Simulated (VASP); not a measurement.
# TiB2 (P6/mmm) in VASP: a series of runs, part 2 of 2

VASP 6.6.1. Earlier steps stand in the parts before.

**4. Electric field gradients, PBEsol (zz strain of -3 %)**

INCAR reads:

```
PREC = Accurate
ENCUT = 520
EDIFF = 1E-8
ISMEAR = -1
SIGMA = 0.08
LREAL = False
LASPH = True
NELM = 80
ALGO = Normal
ISIF = 2
LWAVE = False
LCHARG = False
GGA = PS
LEFG = True
NBANDS = 16
```

KPOINTS reads:

```
regular mesh
0
Gamma
  15 15 13
```

POSCAR reads:

```
TiB2
1.0
    3.0291982016      0.0000000000      0.0000000000
   -1.5145991008      2.6233625957      0.0000000000
    0.0000000000      0.0000000000      3.1315480000
Ti B
1 2
Direct
    0.0000000000      0.0000000000      0.0000000000
    0.3333333333      0.6666666667      0.5000000000
    0.6666666667      0.3333333333      0.5000000000
```

Potentials or basis: VASP PAW PBE potentials, release 64 (Ti_sv, B).

Command:

```
$ cat potpaw_PBE.64/Ti_sv/POTCAR potpaw_PBE.64/B/POTCAR > POTCAR
$ mpirun -np 1 vasp_std > vasp.out
```

OUTCAR:

```text
PREC = Accurate
   ENCUT = 520
   EDIFF = 1E-8
   ISMEAR = -1
   LREAL = False
   LASPH = True
   NELM = 80
   ISIF = 2
   GGA = PS

 ion  position               nearest neighbor table
   1  0.000  0.000  0.000-   2 2.35   3 2.35   2 2.35   3 2.35   3 2.35   3 2.35   2 2.35   2 2.35
                             3 2.35   3 2.35   2 2.35   2 2.35
   2  0.333  0.667  0.500-   3 1.75   3 1.75   3 1.75   1 2.35   1 2.35   1 2.35   1 2.35   1 2.35
                             1 2.35
   3  0.667  0.333  0.500-   2 1.75   2 1.75   2 1.75   1 2.35   1 2.35   1 2.35   1 2.35   1 2.35
                             1 2.35

  LATTYP: Found a hexagonal cell.
 ALAT       =     3.0291982016
 C/A-ratio  =     1.0337877523

  Lattice vectors:

 A1 = (   3.0291982016,   0.0000000000,   0.0000000000)
 A2 = (  -1.5145991008,   2.6233625957,   0.0000000000)
 A3 = (   0.0000000000,   0.0000000000,   3.1315480000)

Analysis of symmetry for initial positions (statically):
=====================================================================
 Subroutine PRICEL returns:
 Original cell was already a primitive cell.

 Routine SETGRP: Setting up the symmetry group for a
 hexagonal supercell.

 Subroutine GETGRP returns: Found 24 space group operations
 (whereof 24 operations were pure point group operations)
 out of a pool of 24 trial point group operations.

The static configuration has the point symmetry D_6h.

Analysis of symmetry for dynamics (positions and initial velocities):
=====================================================================
 Subroutine PRICEL returns:
 Original cell was already a primitive cell.

[... 617 lines left out ...]
     15      19.3961      0.00000
     16      20.4005      0.00000

 [... further k-points ...]

------------------------ aborting loop because EDIFF is reached ----------------------------------------

  FORCE on cell =-STRESS in cart. coord.  units (eV):
  Direction    XX          YY          ZZ          XY          YZ          ZX
  --------------------------------------------------------------------------------------
  -------------------------------------------------------------------------------------
  Total       -0.0896463     -0.0896463      1.1819388      0.0000000     -0.0000000      0.0000000
  in kB       -5.7716232     -5.7716232     76.0957619      0.0000000     -0.0000000      0.0000000
  external PRESSURE =      21.5175052 kB  Pullay stress =       0.0000000 kB

 VOLUME and BASIS-vectors are now :
 -----------------------------------------------------------------------------
  energy-cutoff  :      520.00
  volume of cell :       24.89
      direct lattice vectors                 reciprocal lattice vectors
     3.029198202  0.000000000  0.000000000     0.330120360  0.190595079  0.000000000
    -1.514599101  2.623362596  0.000000000     0.000000000  0.381190157  0.000000000
     0.000000000  0.000000000  3.131548000     0.000000000  0.000000000  0.319330887

 POSITION                                       TOTAL-FORCE (eV/Angst)
 -----------------------------------------------------------------------------------
      0.00000      0.00000      0.00000         0.000000      0.000000      0.000000
     -0.00000      1.74891      1.56577         0.000000     -0.000000     -0.000000
      1.51460      0.87445      1.56577        -0.000000      0.000000      0.000000
 -----------------------------------------------------------------------------------
    total drift:                               -0.000000      0.000000      0.000000

  FREE ENERGIE OF THE ION-ELECTRON SYSTEM (eV)
  ---------------------------------------------------
  free  energy   TOTEN  =       -25.7852183935 eV

  energy  without entropy=      -25.7773893364  energy(sigma->0) =      -25.78130386

 Electric field gradients (V/A^2)
---------------------------------------------------------------------
 ion       V_xx      V_yy      V_zz      V_xy      V_xz      V_yz
---------------------------------------------------------------------
   1      -7.056    -7.057    14.113    -0.001    -0.000    -0.000
   2      -1.696    -1.696     3.392     0.000     0.000     0.000
   3      -1.696    -1.696     3.392     0.000     0.000     0.000
---------------------------------------------------------------------

 Electric field gradients after diagonalization (V/A^2)
 (convention: |V_zz| > |V_xx| > |V_yy|)
----------------------------------------------------------------------
 ion       V_xx      V_yy      V_zz     asymmetry (V_yy - V_xx)/ V_zz
----------------------------------------------------------------------
   1      -7.058    -7.055    14.113       0.000
   2      -1.696    -1.696     3.392       0.000
   3      -1.696    -1.696     3.392       0.000
----------------------------------------------------------------------

           NMR quadrupolar parameters

 Cq : quadrupolar parameter    Cq=e*Q*V_zz/h
 eta: asymmetry parameters     (V_yy - V_xx)/ V_zz
 Q  : nuclear electric quadrupole moment in mb (millibarn)
----------------------------------------------------------------------
 ion       Cq(MHz)       eta       Q (mb)
----------------------------------------------------------------------
   1       0.034       0.000       1.000
   2       0.008       0.000       1.000
   3       0.008       0.000       1.000
----------------------------------------------------------------------
```

OSZICAR:

```text
N       E                     dE             d eps       ncg     rms          rms(c)
DAV:   1     0.120158967067E+03    0.12016E+03   -0.90469E+03  6064   0.129E+03
DAV:   2    -0.238335069997E+02   -0.14399E+03   -0.13908E+03  6608   0.342E+02
DAV:   3    -0.305538787445E+02   -0.67204E+01   -0.66531E+01  8576   0.724E+01
DAV:   4    -0.307193294651E+02   -0.16545E+00   -0.16535E+00  7512   0.100E+01
DAV:   5    -0.307235478063E+02   -0.42183E-02   -0.42182E-02  8464   0.132E+00    0.179E+01
DAV:   6    -0.257812445645E+02    0.49423E+01   -0.18916E+01  8608   0.490E+01    0.398E+00
DAV:   7    -0.257830917359E+02   -0.18472E-02   -0.90051E-01  6456   0.107E+01    0.360E+00
DAV:   8    -0.257872252323E+02   -0.41335E-02   -0.78693E-02  9928   0.230E+00    0.595E-01
DAV:   9    -0.257854515994E+02    0.17736E-02   -0.24831E-02  7440   0.200E+00    0.198E-01
DAV:  10    -0.257852645505E+02    0.18705E-03   -0.23972E-03  7656   0.622E-01    0.904E-02
DAV:  11    -0.257852401465E+02    0.24404E-04   -0.20741E-04  8040   0.149E-01    0.663E-02
DAV:  12    -0.257852184418E+02    0.21705E-04   -0.89050E-05  7280   0.118E-01    0.127E-02
DAV:  13    -0.257852184790E+02   -0.37223E-07   -0.53704E-06  7416   0.204E-02    0.269E-03
DAV:  14    -0.257852183035E+02    0.17548E-06   -0.47372E-07  8912   0.705E-03    0.651E-04
DAV:  15    -0.257852183968E+02   -0.93284E-07   -0.19871E-08  5832   0.132E-03    0.475E-04
DAV:  16    -0.257852183935E+02    0.33099E-08   -0.22131E-09  3512   0.525E-04
   1 F= -.25785218E+02 E0= -.25781304E+02  d E =-.782906E-02
```

stdout:

```text
POSCAR found type information on POSCAR TiB
 POSCAR found :  2 types and       3 ions
 scaLAPACK will be used
 -----------------------------------------------------------------------------
|                                                                             |
|                                                                             |
|     You enforced a specific xc type in the INCAR file but a different       |
|     I HOPE YOU KNOW WHAT YOU ARE DOING!                                     |
|                                                                             |
 -----------------------------------------------------------------------------

 LDA part: xc-table for (Slater+PW92), standard interpolation
 POSCAR, INCAR and KPOINTS ok, starting setup
 FFT: planning ... GRIDC
 FFT: planning ... GRID_SOFT
 FFT: planning ... GRID
 WAVECAR not read
 entering main loop
ion   1

ion   2

ion   3
```

Wall time 49 s (1 thread of Intel Xeon Platinum 8259CL at 2.50GHz (Skylake/Cascade Lake), shared host); peak memory 0.2 GiB.

What came out:

```yaml
Free_energy: -25.7852 eV
Pressure: 2.2 GPa
Band_gap_on_the_k_mesh: zero (band 9 reaches 10.72 eV, above the bottom of band 10 at 9.88 eV)
```

Stress tensor (GPa, compression positive):
```
-0.58  0.00  0.00
 0.00 -0.58  0.00
 0.00  0.00  7.61
```

Levels at points of the mesh, in eV from the Fermi level:
```csv
k point,band 7,band 8,band 9,band 10,band 11,band 12
"(0.00, 0.00, 0.00)",-2.86,-2.15,-1.95,2.01,2.01,4.03
```

Electric field gradients, principal values (V/Å²):
| atom | least | middle | greatest (by size) |
| --- | --- | --- | --- |
| 1 Ti | -7.055 | -7.058 | 14.113 |
| 2 B | -1.696 | -1.696 | 3.392 |
| 3 B | -1.696 | -1.696 | 3.392 |

Caveat: the cell differs from its parent crystal (zz strain of -3 %); without QUAD_EFG the Cq values of the log hold for a quadrupole moment of 1 mb, not for the nuclei; the PAW data sets were made with another functional, which shifts forces and pressure a little.
